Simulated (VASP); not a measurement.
# BaF3 (I4/mmm) in VASP: further runs

Runs on BaF3. Level: LDA. Tasks: single point, relaxation of cell and atoms.

Everything below comes from runs of VASP 6.6.1. Logs are shortened: lines on timing, memory, paths and dates and some standing lists are left out, and cuts for length are marked.

### Step 1. The cell of the first run

The structure is tetragonal, space group I4/mmm (No. 139). The conventional cell has a = 4.060 Å, b = 4.060 Å, c = 6.676 Å, α = 90.00°, β = 90.00°, γ = 90.00°. Ba (site symmetry 4/mmm) has 14 F at 2.63 to 3.34 Å within 3.5 Å. F (site symmetry -4m2) has 4 Ba at 2.63 Å and 10 F at 2.63 to 3.34 Å within 3.5 Å. F (site symmetry 4/mmm) has 8 F at 2.63 Å and 6 Ba at 2.87 to 3.34 Å within 3.5 Å.

### Step 2. Single point, LDA

INCAR

```
SYSTEM = BaF3
  ALGO = Normal
  EDIFF = 1E-6
  ENCUT = 520
  ISIF = 2
  ISMEAR = -1
  LASPH = .TRUE.
  LCHARG = .TRUE.
  LELF = .TRUE.
  LREAL = .FALSE.
  LVHAR = .TRUE.
  LWAVE = .FALSE.
  NBANDS = 24
  NELM = 80
  PREC = Accurate
  SIGMA = 0.05
```

KPOINTS

```
k-points
0
G
  8 8 8
  0 0 0
```

POSCAR

```
BaF3
1.0
   -2.0298833474      2.0298833474      3.3379618802
    2.0298833474     -2.0298833474      3.3379618802
    2.0298833474      2.0298833474     -3.3379618802
Ba F
1 3
Direct
    0.0000000000      0.0000000000      0.0000000000
    0.7500000000      0.2500000000      0.5000000000
    0.2500000000      0.7500000000      0.5000000000
    0.5000000000      0.5000000000      0.0000000000
```

Potentials or basis: VASP PAW LDA potentials, release 64 (Ba_sv, F).

The run is started by

```bash
$ cat potpaw_LDA.64/Ba_sv/POTCAR potpaw_LDA.64/F/POTCAR > POTCAR
$ mpirun -np 1 vasp_std > vasp.out
```

OUTCAR:

```text
SYSTEM = BaF3
   EDIFF = 1E-6
   ENCUT = 520
   ISIF = 2
   ISMEAR = -1
   LASPH = .TRUE.
   LREAL = .FALSE.
   NELM = 80
   PREC = Accurate

 ion  position               nearest neighbor table
   1  0.000  0.000  0.000-   2 2.63   3 2.63   2 2.63   3 2.63   2 2.63   3 2.63   2 2.63   3 2.63
                             4 2.87   4 2.87   4 2.87   4 2.87
   2  0.750  0.250  0.500-   1 2.63   1 2.63   1 2.63   1 2.63
   3  0.250  0.750  0.500-   1 2.63   1 2.63   1 2.63   1 2.63
   4  0.500  0.500  0.000-   1 2.87   1 2.87   1 2.87   1 2.87

  LATTYP: Found a body centered tetragonal cell.
 ALAT       =     4.0597666948
 C/A-ratio  =     1.6444106921

  Lattice vectors:

 A1 = (  -2.0298833474,   2.0298833474,   3.3379618802)
 A2 = (   2.0298833474,  -2.0298833474,   3.3379618802)
 A3 = (   2.0298833474,   2.0298833474,  -3.3379618802)

Analysis of symmetry for initial positions (statically):
=====================================================================
 Subroutine PRICEL returns:
 Original cell was already a primitive cell.

 Routine SETGRP: Setting up the symmetry group for a
 body centered tetragonal supercell.

 Subroutine GETGRP returns: Found 16 space group operations
 (whereof 16 operations were pure point group operations)
 out of a pool of 16 trial point group operations.

The static configuration has the point symmetry D_4h.

Analysis of symmetry for dynamics (positions and initial velocities):
=====================================================================
 Subroutine PRICEL returns:
 Original cell was already a primitive cell.

 Routine SETGRP: Setting up the symmetry group for a
 body centered tetragonal supercell.

 Subroutine GETGRP returns: Found 16 space group operations
 (whereof 16 operations were pure point group operations)
 out of a pool of 16 trial point group operations.

The dynamic configuration has the point symmetry D_4h.

 Subroutine INISYM returns: Found 16 space group operations
 (whereof 16 operations are pure point group operations),
 and found     1 'primitive' translations

----------------------------------------------------------------------------------------

                                     Primitive cell

  volume of cell :      55.0153

  direct lattice vectors                    reciprocal lattice vectors
    -2.029883347  2.029883347  3.337961880     0.000000000  0.246319573  0.149792004
[... 90 lines left out ...]
   EDIFF  = 0.1E-05   stopping-criterion for ELM
   LREAL  =      F    real-space projection
   EDIFFG = 0.1E-04   stopping-criterion for IOM
   NSW    =      0    number of steps for IOM
   IBRION =     -1    ionic relax: 0-MD 1-quasi-New 2-CG
   NFREE  =      0    steps in history (QN), initial steepest desc. (CG)
   ISIF   =      2    stress and relaxation
   ISYM   =      2    0-nonsym 1-usesym 2-fastsym
   POTIM  = 0.5000    time-step for ionic-motion
   TEBEG  =    0.0;   TEEND  =   0.0 temperature during run
   PSTRESS=    0.0 pullay stress
   NELECT =      31.0000    total number of electrons
   NUPDOWN=      -1.0000    fix difference up-down
   EMIN   =  10.00;   EMAX   =-10.00  energy-range for DOS
   EFERMI =   0.00;   METHOD = LEGACY
   ISMEAR =    -1;   SIGMA  =   0.05  broadening in eV -4-tet -1-fermi 0-gaus
   EFERMI_NEDOS =   21; number of points for ismear=-14 and -15
   IALGO  =     38    algorithm
   IMIX   =      4    mixing-type and parameters
     AMIX     =   0.40;   BMIX     =  1.00
     AMIX_MAG =   1.60;   BMIX_MAG =  1.00
  volume/ion in A,a.u.               =      13.75        92.82
  Fermi-wavevector in a.u.,A,eV,Ry     =   1.352179  2.555248 24.876733  1.828388
  Thomas-Fermi vector in A             =   2.479539
   LORBIT       =      0    0 simple, 1 ext, 2 COOP (PROOUT), +10 PAW based schemes
   GGA     = CA    functional components
   LHFCALC =     F    Hartree Fock is set to
   AEXX    =    0.0000 exact exchange contribution
   IVDW    =     0    specifies the selected vdW correction
   LEPSILON=     F    determine dielectric tensor
   LRPA    =     F    only Hartree local field effects (RPA)
 non-spin polarized calculation
  energy-cutoff  :      520.00
  volume of cell :       55.02
 maximum number of plane-waves:      1497
 NGX is ok and might be reduce to    36
   NGX = 17   NGY = 17   NGZ = 17

 number of electron      30.9999986 magnetization

 Free energy of the ion-electron system (eV)
  ---------------------------------------------------
  ext. energy  EPLUGINS =         0.00000000
  ---------------------------------------------------
  free energy    TOTEN  =       -20.46317611 eV

  energy without entropy =      -20.40176496  energy(sigma->0) =      -20.43247054

 E-fermi :  -1.4479     XC(G=0): -10.9892

 val. band max:       -1.4490522132   @ k =   0.3750   0.1250   0.0000
 cond. band min:      -1.4433966733   @ k =   0.5000   0.5000   0.1250
 fundamental gap:      0.0056555398
 Fermi energy:        -1.4478682279

 k-point     1 :       0.0000    0.0000    0.0000
  band No.  band energies     occupation
      1     -24.2575      2.00000
      2     -20.7366      2.00000
      3     -20.6228      2.00000
      4     -20.1692      2.00000
      5      -9.0254      2.00000
      6      -8.8483      2.00000
[... 637 lines left out ...]
     23      14.4090      0.00000
     24      15.5298      0.00000

 [... further k-points ...]

------------------------ aborting loop because EDIFF is reached ----------------------------------------

  FORCE on cell =-STRESS in cart. coord.  units (eV):
  Direction    XX          YY          ZZ          XY          YZ          ZX
  --------------------------------------------------------------------------------------
  -------------------------------------------------------------------------------------
  Total        0.5551467      0.5551467      0.5785580      0.0000000      0.0000000      0.0000000
  in kB       16.1671991     16.1671991     16.8489928      0.0000000      0.0000000      0.0000000
  external PRESSURE =      16.3944637 kB  Pullay stress =       0.0000000 kB

 VOLUME and BASIS-vectors are now :
 -----------------------------------------------------------------------------
  energy-cutoff  :      520.00
  volume of cell :       55.02
      direct lattice vectors                 reciprocal lattice vectors
    -2.029883347  2.029883347  3.337961880     0.000000000  0.246319573  0.149792004
     2.029883347 -2.029883347  3.337961880     0.246319573  0.000000000  0.149792004
     2.029883347  2.029883347 -3.337961880     0.246319573  0.246319573  0.000000000

 POSITION                                       TOTAL-FORCE (eV/Angst)
 -----------------------------------------------------------------------------------
      0.00000      0.00000      0.00000        -0.000000     -0.000000      0.000000
      0.00000      2.02988      1.66898         0.000000     -0.000000     -0.000000
      2.02988      0.00000      1.66898        -0.000000      0.000000      0.000000
      0.00000      0.00000      3.33796        -0.000000     -0.000000      0.000000
 -----------------------------------------------------------------------------------
    total drift:                                0.000000      0.000000      0.000000

  FREE ENERGIE OF THE ION-ELECTRON SYSTEM (eV)
  ---------------------------------------------------
  free  energy   TOTEN  =       -20.4631761121 eV

  energy  without entropy=      -20.4017649639  energy(sigma->0) =      -20.43247054
```

stdout:

```text
POSCAR found type information on POSCAR BaF
 POSCAR found :  2 types and       4 ions
 scaLAPACK will be used
 LDA part: xc-table for (Slater(with rela. corr.)+CA(PZ))
 , standard interpolation
 POSCAR, INCAR and KPOINTS ok, starting setup
 FFT: planning ... GRIDC
 FFT: planning ... GRID_SOFT
 FFT: planning ... GRID
 WAVECAR not read
 entering main loop
```

Wall time 33 s (1 thread of Intel Xeon 6975P-C (Granite Rapids), shared host); peak memory 0.21 GiB.

What came out:

| Property | Result |
| --- | --- |
| Free energy | -20.4632 eV |
| Pressure | 1.6 GPa |
| Band gap on the k mesh | zero (an odd number of electrons rules out a gap without spin polarisation) |

Caveat: spin-orbit coupling is left out, which moves the levels of the heavy elements; an odd number of electrons without spin polarisation forces a metal; a magnetic or distorted state may lie lower.

### Step 3. Relaxation of cell and atoms, LDA

This run uses another cell than the first one, of 15.40 Å³/atom.

INCAR

```
PREC = Accurate ; ENCUT = 600
EDIFF = 1E-6 ; ISMEAR = -1
SIGMA = 0.05 ; LREAL = F
LASPH = T ; NELM = 80
ALGO = Normal ; ISIF = 3
LWAVE = F ; LCHARG = F
IBRION = 2 ; NSW = 60
EDIFFG = -0.01
```

KPOINTS

```
regular mesh
0
Gamma
  8 8 8
```

POSCAR

```
BaF3
1.0
   -2.1223900000      2.1223900000      3.4192500000
    2.1223900000     -2.1223900000      3.4192500000
    2.1223900000      2.1223900000     -3.4192500000
Ba F
1 3
Direct
    0.0000000000      0.0000000000      0.0000000000
    0.7500000000      0.2500000000      0.5000000000
    0.2500000000      0.7500000000      0.5000000000
    0.5000000000      0.5000000000      0.0000000000
```

Potentials or basis: VASP PAW LDA potentials, release 64 (Ba_sv, F).

The run is started by

```bash
$ cat potpaw_LDA.64/Ba_sv/POTCAR potpaw_LDA.64/F/POTCAR > POTCAR
$ mpirun -np 1 vasp_std > vasp.out
```

It took 2.5 min on 1 thread of Intel Xeon 6975P-C (Granite Rapids), shared host; peak memory 0.22 GiB.

It converged, with:

```
Free energy                           : -20.4901 eV
Relaxed volume                        : 14.02 Å³/atom
Relaxed cell                          : a = 4.425 Å, b = 4.425 Å, c = 4.425 Å, α = 124.92°, β = 124.92°, γ = 81.67°
Space group after relaxing (to 0.1 Å) : I4/mmm (No. 139)
Energy gained by relaxing             : 27.8 meV/atom
Ionic steps                           : 9
Pressure after relaxing               : -0.1 GPa
Band gap on the k mesh                : zero (an odd number of electrons rules out a gap without spin polarisation)
```

The path:
| step | energy change (eV) | largest force (eV/Å) | pressure (GPa) | volume (Å³) |
| --- | --- | --- | --- | --- |
| 1 | 0.0000 | 0.0000 | -5.81 | 61.61 |
| 2 | -0.1087 | 0.0000 | -0.96 | 56.76 |
| 3 | -0.1108 | 0.0000 | -0.02 | 56.07 |
| 4 | -0.1108 | 0.0000 | 0.12 | 55.96 |
| 5 | -0.1109 | 0.0000 | 0.00 | 56.05 |
| 6 | -0.1109 | 0.0000 | -0.13 | 56.14 |
| 7 | -0.1110 | 0.0000 | -0.12 | 56.14 |
| 8 | -0.1112 | 0.0000 | -0.09 | 56.11 |
| 9 | -0.1114 | 0.0000 | -0.08 | 56.07 |

Final structure:
```cif
data_structure
_symmetry_space_group_name_H-M 'P 1'
_symmetry_Int_Tables_number 1
_cell_length_a 4.4253
_cell_length_b 4.4253
_cell_length_c 4.4253
_cell_angle_alpha 124.921
_cell_angle_beta 124.921
_cell_angle_gamma 81.669
_cell_volume 56.07
loop_
_atom_site_label
_atom_site_type_symbol
_atom_site_fract_x
_atom_site_fract_y
_atom_site_fract_z
_atom_site_occupancy
Ba1 Ba 0.00000 0.00000 0.00000 1
F1 F 0.75000 0.25000 0.50000 1
F2 F 0.25000 0.75000 0.50000 1
F3 F 0.50000 0.50000 0.00000 1
```

Levels at points of the mesh, in eV from the Fermi level:
```tsv
k point	band 14	band 15	band 16	band 17	band 18	band 19
(0.00, 0.00, 0.00)	0.13	0.18	0.18	8.66	9.38	10.00
(0.50, 0.00, 0.00)	-0.50	-0.38	-0.18	9.92	10.40	11.19
(0.50, 0.50, 0.00)	-0.51	0.00	0.11	9.38	9.52	11.08
(0.50, 0.50, 0.50)	-0.76	-0.30	-0.30	8.27	8.78	11.06
```

Caveat: spin-orbit coupling is left out, which moves the levels of the heavy elements; an odd number of electrons without spin polarisation forces a metal; a magnetic or distorted state may lie lower.
